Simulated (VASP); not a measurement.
Write the native input for VASP 6.6.1 that does the following.

```yaml
Task: single point
Functional: PBE
Potentials_or_basis: VASP PAW PBE potentials, release 64 (In_d, Se)
Cutoff: 520 eV
k_mesh: 8 × 8 × 2
Occupations: gaussian, width 0.015 eV
Spin: no spin polarisation
Dipole_correction: no
Further_INCAR_settings: ALGO = Normal; EDIFF = 1e-07; NBANDS = 48
```

The structure of InSe lies in POSCAR:

```
InSe
1.0
    4.0473293151      0.0000000000      0.0000000000
   -2.0236646576      3.5050900044      0.0000000000
    0.0000000000      0.0000000000     18.0520649100
In Se
4 4
Direct
    0.3333333333      0.6666666667      0.0773904900
    0.3333333333      0.6666666667      0.9226095100
    0.0000000000      0.0000000000      0.4226063200
    0.0000000000      0.0000000000      0.5773936800
    0.3333333333      0.6666666667      0.3529842800
    0.3333333333      0.6666666667      0.6470157200
    0.6666666667      0.3333333333      0.1469999300
    0.6666666667      0.3333333333      0.8530000700
```

These files were run (other wordings do the same):

INCAR

```
SYSTEM = InSe
  PREC = Accurate
  ENCUT = 520
  EDIFF = 1E-7
  ISMEAR = 0
  SIGMA = 0.015
  LREAL = .False.
  LASPH = .True.
  NELM = 60
  ALGO = Normal
  ISIF = 2
  LWAVE = .False.
  LCHARG = .True.
  GGA = PE
  LELF = .True.
  LVHAR = .True.
  NBANDS = 48
```

KPOINTS

```
regular mesh
0
Gamma
  8 8 2
  0 0 0
```

Potentials or basis: VASP PAW PBE potentials, release 64 (In_d, Se).

Command:

```console
$ cat potpaw_PBE.64/In_d/POTCAR potpaw_PBE.64/Se/POTCAR > POTCAR
$ mpirun -np 1 vasp_std > vasp.out
```

It gave:

```
Pressure               : 1.5 GPa
Largest force          : 0.254 eV/Å
Band gap on the k mesh : 0.72 eV
```

Caveat: semilocal functionals underestimate gaps, and a narrow one can read as zero; spin-orbit coupling is left out, which moves the levels of the heavy elements; this functional lacks dispersion, which binds layers or chains, so the pressure and a relaxed spacing across them are unreliable.

Run time: 3.2 min on 1 thread of AMD EPYC 9R45 96-Core Processor (Zen 5), with other jobs on the host, peak memory 0.43 GiB.
